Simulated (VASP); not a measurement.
# As (Fm-3m) in VASP: further runs

Runs on As. Level: r2SCAN. Tasks: single point, relaxation of cell and atoms.

All numbers are computed with VASP 6.6.1; they aren't measurements. Logs are shortened: lines on timing, memory, paths and dates and some standing lists are left out, and cuts for length are marked.

## (1) The cell of the first run

The structure is cubic, space group Fm-3m (No. 225). The conventional cell has a = 4.256 Å, b = 4.256 Å, c = 4.256 Å, α = 90.00°, β = 90.00°, γ = 90.00°. Within 4.0 Å of As (site symmetry m-3m) lie 12 As at 3.01 Å.

This isn't the form of As at room conditions, which is rhombohedral.

## (2) Single point, r2SCAN

Input file POSCAR:

```
As
1.0
    0.0000000000      2.1282211675      2.1282211675
    2.1282211675      0.0000000000      2.1282211675
    2.1282211675      2.1282211675      0.0000000000
As
1
Direct
    0.0000000000      0.0000000000      0.0000000000
```

Input file INCAR.step1:

```
PREC = Accurate ; ENCUT = 550
ISMEAR = -1 ; SIGMA = 0.05
LREAL = F ; LASPH = T
NELM = 120 ; NBANDS = 8
GGA = PE ; ALGO = Normal
EDIFF = 1E-5 ; LWAVE = T
LCHARG = F ; GGA_COMPAT = F
```

Input file INCAR.step2:

```
PREC = Accurate ; ENCUT = 550
EDIFF = 1E-6 ; ISMEAR = -1
SIGMA = 0.05 ; LREAL = F
LASPH = T ; NELM = 120
ALGO = Normal ; ISIF = 2
LWAVE = F ; LCHARG = F
METAGGA = R2SCAN ; LMIXTAU = T
NBANDS = 8 ; ISTART = 1
GGA_COMPAT = F
```

Input file KPOINTS:

```
regular mesh
0
Gamma
  8 8 8
```

Potentials or basis: VASP PAW PBE potentials, release 64 (As).

Started as:

```
$ cat potpaw_PBE.64/As/POTCAR > POTCAR
$ cp INCAR.step1 INCAR
$ mpirun -np 1 vasp_std > vasp.out
$ cp INCAR.step2 INCAR
$ mpirun -np 1 vasp_std > vasp.out
```

OUTCAR:

```text
PREC = Accurate
   ENCUT = 550
   EDIFF = 1E-6
   ISMEAR = -1
   LREAL = F
   LASPH = T
   NELM = 120
   ISIF = 2
   METAGGA = R2SCAN
   ISTART = 1

 ion  position               nearest neighbor table
   1  0.000  0.000  0.000-

  LATTYP: Found a face centered cubic cell.
 ALAT       =     4.2564423350

  Lattice vectors:

 A1 = (   0.0000000000,   2.1282211675,   2.1282211675)
 A2 = (   2.1282211675,   0.0000000000,   2.1282211675)
 A3 = (   2.1282211675,   2.1282211675,   0.0000000000)

Analysis of symmetry for initial positions (statically):
=====================================================================
 Subroutine PRICEL returns:
 Original cell was already a primitive cell.

 Routine SETGRP: Setting up the symmetry group for a
 face centered cubic supercell.

 Subroutine GETGRP returns: Found 48 space group operations
 (whereof 48 operations were pure point group operations)
 out of a pool of 48 trial point group operations.

The static configuration has the point symmetry O_h .

Analysis of symmetry for dynamics (positions and initial velocities):
=====================================================================
 Subroutine PRICEL returns:
 Original cell was already a primitive cell.

 Routine SETGRP: Setting up the symmetry group for a
 face centered cubic supercell.

 Subroutine GETGRP returns: Found 48 space group operations
 (whereof 48 operations were pure point group operations)
 out of a pool of 48 trial point group operations.

The dynamic configuration has the point symmetry O_h .

 Subroutine INISYM returns: Found 48 space group operations
 (whereof 48 operations are pure point group operations),
 and found     1 'primitive' translations

----------------------------------------------------------------------------------------

                                     Primitive cell

  volume of cell :      19.2788

  direct lattice vectors                    reciprocal lattice vectors
     0.000000000  2.128221168  2.128221168    -0.234937988  0.234937988  0.234937988
     2.128221168  0.000000000  2.128221168     0.234937988 -0.234937988  0.234937988
     2.128221168  2.128221168  0.000000000     0.234937988  0.234937988 -0.234937988

  length of vectors
     3.009759239  3.009759239  3.009759239     0.406924533  0.406924533  0.406924533

  position of ions in fractional coordinates (direct lattice)
     0.000000000  0.000000000  0.000000000

  ion indices of the primitive-cell ions
   primitive index   ion index
                 1           1

----------------------------------------------------------------------------------------

 KPOINTS: regular mesh

Automatic generation of k-mesh.
 Grid dimensions read from file:
 generate k-points for:    8    8    8

 Generating k-lattice:

  Cartesian coordinates                     Fractional coordinates (reciprocal lattice)
    -0.029367249  0.029367249  0.029367249     0.125000000  0.000000000  0.000000000
     0.029367249 -0.029367249  0.029367249     0.000000000  0.125000000  0.000000000
     0.029367249  0.029367249 -0.029367249     0.000000000  0.000000000  0.125000000

  Length of vectors
     0.050865567  0.050865567  0.050865567

  Shift w.r.t. Gamma in fractional coordinates (k-lattice)
     0.000000000  0.000000000  0.000000000

 Subroutine IBZKPT returns following result:
 ===========================================

 Found     29 irreducible k-points:

 Following reciprocal coordinates:
            Coordinates               Weight
  0.000000  0.000000  0.000000      1.000000
  0.125000  0.000000  0.000000      8.000000
  0.250000  0.000000  0.000000      8.000000
  0.375000  0.000000  0.000000      8.000000
  0.500000  0.000000  0.000000      4.000000
  0.125000  0.125000  0.000000      6.000000
[... 16 lines left out ...]
  0.500000  0.250000  0.125000     48.000000
 -0.375000  0.250000  0.125000     24.000000
 [... further k-points ...]
   k-points           NKPTS =     29   k-points in BZ     NKDIM =     29   number of bands    NBANDS=      8
   number of dos      NEDOS =    301   number of ions     NIONS =      1
   total plane-waves  NPLWV =  13824
   dimension x,y,z NGX =    24 NGY =   24 NGZ =   24
   dimension x,y,z NGXF=    48 NGYF=   48 NGZF=   48
   ions per type =               1
   NGX,Y,Z   is equivalent  to a cutoff of  13.26, 13.26, 13.26 a.u.
   NGXF,Y,Z  is equivalent  to a cutoff of  26.51, 26.51, 26.51 a.u.
 SYSTEM =  unknown system
   PREC   = accura    normal or accurate (medium, high low for compatibility)
   ISTART =      1    job   : 0-new  1-cont  2-samecut
   ICHARG =      0    charge: 1-file 2-atom 10-const
   ISPIN  =      1    spin polarized calculation?
   LNONCOLLINEAR =      F non collinear calculations
   LSORBIT =      F    spin-orbit coupling
   LASPH  =      T    aspherical Exc in radial PAW
   ENCUT  =  550.0 eV  40.42 Ry    6.36 a.u.   5.76  5.76  5.76*2*pi/ulx,y,z
   NELM   =    120;   NELMIN=  2; NELMDL=  0     # of ELM steps
   EDIFF  = 0.1E-05   stopping-criterion for ELM
   LREAL  =      F    real-space projection
   EDIFFG = 0.1E-04   stopping-criterion for IOM
   NSW    =      0    number of steps for IOM
   IBRION =     -1    ionic relax: 0-MD 1-quasi-New 2-CG
   NFREE  =      0    steps in history (QN), initial steepest desc. (CG)
   ISIF   =      2    stress and relaxation
   ISYM   =      2    0-nonsym 1-usesym 2-fastsym
   POTIM  = 0.5000    time-step for ionic-motion
   TEBEG  =    0.0;   TEEND  =   0.0 temperature during run
   PSTRESS=    0.0 pullay stress
   NELECT =       5.0000    total number of electrons
   NUPDOWN=      -1.0000    fix difference up-down
   EMIN   =  10.00;   EMAX   =-10.00  energy-range for DOS
   EFERMI =   0.00;   METHOD = LEGACY
   ISMEAR =    -1;   SIGMA  =   0.05  broadening in eV -4-tet -1-fermi 0-gaus
   EFERMI_NEDOS =   21; number of points for ismear=-14 and -15
   IALGO  =     38    algorithm
   IMIX   =      4    mixing-type and parameters
     AMIX     =   0.40;   BMIX     =  1.00
     AMIX_MAG =   1.60;   BMIX_MAG =  1.00
  volume/ion in A,a.u.               =      19.28       130.10
  Fermi-wavevector in a.u.,A,eV,Ry     =   1.044010  1.972893 14.829769  1.089957
  Thomas-Fermi vector in A             =   2.178744
   LORBIT       =      0    0 simple, 1 ext, 2 COOP (PROOUT), +10 PAW based schemes
   METAGGA = R2SCAN    functional components
   LHFCALC =     F    Hartree Fock is set to
   AEXX    =    0.0000 exact exchange contribution
   IVDW    =     0    specifies the selected vdW correction
   LEPSILON=     F    determine dielectric tensor
   LRPA    =     F    only Hartree local field effects (RPA)
 non-spin polarized calculation
  energy-cutoff  :      550.00
  volume of cell :       19.28
 maximum number of plane-waves:       588
   NGX = 11   NGY = 11   NGZ = 11

 number of electron       5.0000001 magnetization

 Free energy of the ion-electron system (eV)
  ---------------------------------------------------
  ext. energy  EPLUGINS =         0.00000000
  ---------------------------------------------------
  free energy    TOTEN  =       -13.95523217 eV

  energy without entropy =      -13.94923860  energy(sigma->0) =      -13.95223538

 E-fermi :   6.1833     XC(G=0): -11.2968

 val. band max:        5.9374480572   @ k =   0.5000   0.2500   0.1250
 cond. band min:       6.2308807924   @ k =  -0.3750   0.3750   0.1250
 fundamental gap:      0.2934327352
 Fermi energy:         6.1833116061

 k-point     1 :       0.0000    0.0000    0.0000
  band No.  band energies     occupation
      1      -9.5060      2.00000
      2      12.2200      0.00000
      3      12.2200      0.00000
      4      12.2200      0.00000
      5      19.1769      0.00000
      6      19.1769      0.00000
      7      19.1769      0.00000
      8      21.5436      0.00000

 k-point     2 :       0.1250    0.0000    0.0000
  band No.  band energies     occupation
      1      -9.1238      2.00000
      2       9.6258      0.00000
      3      11.8266      0.00000
      4      11.8266      0.00000
      5      18.1912      0.00000
      6      19.8844      0.00000
      7      19.8844      0.00000
      8      22.9206      0.00000

 k-point     3 :       0.2500    0.0000    0.0000
  band No.  band energies     occupation
      1      -7.9975      2.00000
      2       5.2862      2.00000
      3      11.1158      0.00000
      4      11.1158      0.00000
      5      17.2202      0.00000
      6      19.7956      0.00000
      7      19.7956      0.00000
      8      23.2579      0.00000

 k-point     4 :       0.3750    0.0000    0.0000
  band No.  band energies     occupation
      1      -6.2560      2.00000
      2       1.3733      2.00000
      3      10.5943      0.00000
      4      10.5943      0.00000
      5      16.7424      0.00000
      6      18.5997      0.00000
      7      18.5997      0.00000
      8      21.6725      0.00000

 k-point     5 :       0.5000    0.0000    0.0000
  band No.  band energies     occupation
      1      -4.9085      2.00000
      2      -0.7218      2.00000
      3      10.4136      0.00000
      4      10.4136      0.00000
      5      16.6210      0.00000
      6      18.1215      0.00000
      7      18.1215      0.00000
      8      21.0653      0.00000

 k-point     6 :       0.1250    0.1250    0.0000
  band No.  band energies     occupation
      1      -8.9959      2.00000
      2      10.5389      0.00000
      3      10.8227      0.00000
      4      10.8227      0.00000
      5      16.7711      0.00000
      6      20.3976      0.00000
      7      21.2256      0.00000
      8      21.2256      0.00000

 k-point     7 :       0.2500    0.1250    0.0000
  band No.  band energies     occupation
      1      -8.1151      2.00000
      2       6.8612      0.00000
      3       9.8888      0.00000
      4      10.3769      0.00000
      5      16.5299      0.00000
      6      18.6419      0.00000
      7      21.4637      0.00000
      8      22.1752      0.00000
[... 133 lines left out ...]
 k-point    20 :      -0.3750    0.3750    0.0000
  band No.  band energies     occupation
      1      -2.9440      2.00000
      2       1.4093      2.00000
      3       2.6978      2.00000
      4       7.7132      0.00000
      5      13.0685      0.00000
      6      18.9645      0.00000
      7      25.7325      0.00000
      8      26.6052      0.00000

 k-point    21 :       0.5000    0.5000    0.0000
  band No.  band energies     occupation
      1      -2.9261      2.00000
      2       0.3334      2.00000
      3       6.7835      0.00001
      4       6.7835      0.00001
      5      11.9200      0.00000
      6      12.2664      0.00000
      7      31.2194      0.00000
      8      32.7498      0.00000

 k-point    22 :       0.3750    0.2500    0.1250
  band No.  band energies     occupation
      1      -7.0082      2.00000
      2       5.3271      2.00000
      3       6.9091      0.00000
      4       9.8508      0.00000
      5      17.0284      0.00000
      6      17.1875      0.00000
      7      21.0523      0.00000
      8      24.1355      0.00000

 k-point    23 :       0.5000    0.2500    0.1250
  band No.  band energies     occupation
      1      -5.3155      2.00000
      2       2.2166      2.00000
      3       5.9374      1.98547
      4       8.6378      0.00000
      5      16.5208      0.00000
      6      18.6968      0.00000
      7      20.9834      0.00000
      8      24.3557      0.00000

 k-point    24 :      -0.3750    0.2500    0.1250
  band No.  band energies     occupation
      1      -4.0454      2.00000
      2       0.2938      2.00000
      3       5.8422      1.99782
      4       8.0545      0.00000
      5      16.4030      0.00000
      6      18.4136      0.00000
      7      23.1115      0.00000
      8      24.5127      0.00000

 [... further k-points ...]

------------------------ aborting loop because EDIFF is reached ----------------------------------------

  FORCE on cell =-STRESS in cart. coord.  units (eV):
  Direction    XX          YY          ZZ          XY          YZ          ZX
  --------------------------------------------------------------------------------------
  -------------------------------------------------------------------------------------
  Total       -0.0193404     -0.0193404     -0.0193404      0.0000000      0.0000000      0.0000000
  in kB       -1.6072990     -1.6072990     -1.6072990      0.0000000      0.0000000      0.0000000
  external PRESSURE =      -1.6072990 kB  Pullay stress =       0.0000000 kB

 VOLUME and BASIS-vectors are now :
 -----------------------------------------------------------------------------
  energy-cutoff  :      550.00
  volume of cell :       19.28
      direct lattice vectors                 reciprocal lattice vectors
     0.000000000  2.128221168  2.128221168    -0.234937988  0.234937988  0.234937988
     2.128221168  0.000000000  2.128221168     0.234937988 -0.234937988  0.234937988
     2.128221168  2.128221168  0.000000000     0.234937988  0.234937988 -0.234937988

 POSITION                                       TOTAL-FORCE (eV/Angst)
 -----------------------------------------------------------------------------------
      0.00000      0.00000      0.00000         0.000000      0.000000      0.000000
 -----------------------------------------------------------------------------------
    total drift:                               -0.000000      0.000000      0.000000

  FREE ENERGIE OF THE ION-ELECTRON SYSTEM (eV)
  ---------------------------------------------------
  free  energy   TOTEN  =       -13.9552321670 eV

  energy  without entropy=      -13.9492386028  energy(sigma->0) =      -13.95223538
```

Run time: 12 s. Hardware: 1 thread of Intel Xeon Platinum 8488C (Sapphire Rapids), shared host; peak memory 0.14 GiB.

Results:

```yaml
Free_energy: -13.9552 eV
Pressure: -0.2 GPa
Band_gap_on_the_k_mesh: zero (an odd number of electrons rules out a gap without spin polarisation)
```

Caveat: the PAW data sets were made with another functional, which shifts forces and pressure a little.

## (3) Relaxation of cell and atoms, r2SCAN

This run uses another cell than the first one, of 21.59 Å³/atom.

Input file POSCAR:

```
As
1.0
    0.0000000000      2.2100000000      2.2100000000
    2.2100000000      0.0000000000      2.2100000000
    2.2100000000      2.2100000000      0.0000000000
As
1
Direct
    0.0000000000      0.0000000000      0.0000000000
```

Input file INCAR.step1:

```
SYSTEM = As
ALGO = Normal ; EDIFF = 1E-5
EDIFFG = -0.005 ; ENCUT = 550
GGA = PE ; GGA_COMPAT = .FALSE.
IBRION = 2 ; ISIF = 3
ISMEAR = -1 ; LASPH = .TRUE.
LCHARG = .FALSE. ; LREAL = .FALSE.
LWAVE = .TRUE. ; NELM = 120
NELMIN = 4 ; NSW = 100
PREC = Accurate ; SIGMA = 0.05
```

Input file INCAR.step2:

```
SYSTEM = As
ALGO = Normal ; EDIFF = 1E-7
EDIFFG = -0.02 ; ENCUT = 550
GGA_COMPAT = .FALSE. ; IBRION = 2
ISIF = 3 ; ISMEAR = -1
ISTART = 1 ; LASPH = .TRUE.
LCHARG = .FALSE. ; LMIXTAU = .TRUE.
LREAL = .FALSE. ; LWAVE = .FALSE.
METAGGA = R2SCAN ; NELM = 120
NELMIN = 4 ; NSW = 80
PREC = Accurate ; SIGMA = 0.05
```

Input file KPOINTS:

```
k-points
0
G
  8 8 8
  0 0 0
```

Potentials or basis: VASP PAW PBE potentials, release 64 (As).

Started as:

```
$ cat potpaw_PBE.64/As/POTCAR > POTCAR
$ cp INCAR.step1 INCAR
$ mpirun -np 1 vasp_std > vasp.out
$ cp INCAR.step2 INCAR
$ mpirun -np 1 vasp_std > vasp.out
```

Run time: 30 s. Hardware: 1 thread of Intel Xeon Platinum 8488C (Sapphire Rapids), shared host; peak memory 0.14 GiB.

The run converged. Its results:

| Item | Value |
| --- | --- |
| Free energy | -13.9554 eV |
| Relaxed volume | 19.23 Å³/atom |
| Relaxed cell | a = 3.007 Å, b = 3.007 Å, c = 3.007 Å, α = 60.00°, β = 60.00°, γ = 60.00° |
| Space group after relaxing (to 0.1 Å) | Fm-3m (No. 225) |
| Energy gained by relaxing | 65.4 meV/atom |
| Ionic steps | 3 |
| Pressure after relaxing | 0.1 GPa |
| Band gap on the k mesh | zero (an odd number of electrons rules out a gap without spin polarisation) |

The path:
```
step  energy change (eV)  largest force (eV/Å)  pressure (GPa)  volume (Å³)
   1              0.0000                0.0000           -7.86        21.59
   2             -0.0554                0.0000            4.19        18.45
   3             -0.0654                0.0000            0.08        19.23
```

Final structure:
```xyz
1
Lattice="0.0000 2.1263 2.1263 2.1263 0.0000 2.1263 2.1263 2.1263 0.0000" Properties=species:S:1:pos:R:3 pbc="T T T"
As    0.0000    0.0000    0.0000
```

Levels at points of the mesh, in eV from the Fermi level:
| k point | band 1 | band 2 | band 3 | band 4 | band 5 | band 6 |
| --- | --- | --- | --- | --- | --- | --- |
| (0.00, 0.00, 0.00) | -15.71 | 6.06 | 6.06 | 6.06 | 13.01 | 13.01 |
| (0.50, 0.00, 0.00) | -11.10 | -6.92 | 4.25 | 4.25 | 10.46 | 11.95 |
| (0.50, 0.50, 0.00) | -9.10 | -5.87 | 0.60 | 0.60 | 5.74 | 6.08 |

Caveat: the PAW data sets were made with another functional, which shifts forces and pressure a little.
